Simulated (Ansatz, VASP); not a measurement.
**Ba: VASP beside Ansatz**

```xyz
1
Lattice="-2.5000 2.5000 2.5000 2.5000 -2.5000 2.5000 2.5000 2.5000 -2.5000" Properties=species:S:1:pos:R:3 pbc="T T T"
Ba    0.0000    0.0000    0.0000
```

Alike in both runs: task electric field gradients; functional r2SCAN; k mesh 10 × 10 × 10; occupations fermi-dirac, width 0.05 eV; no spin polarisation.

|  | VASP | Ansatz |
| --- | --- | --- |
| version | VASP 6.6.1 | Ansatz 0.2.0 |
| potentials or method | VASP PAW PBE potentials, release 64 (Ba_sv) | PAW with Ansatz's default frozen-core files, scalar-relativistic |
| plane-wave cutoff (eV) | 520 | 500 |
| valence electrons in the cell | 10 | 10 |

```csv
,VASP,Ansatz,Ansatz less VASP
pressure (GPa),0.4,0.4,-0.06
```

VASP's potentials were made for PBE, not for r2SCAN.

Neither program's run includes spin-orbit coupling.
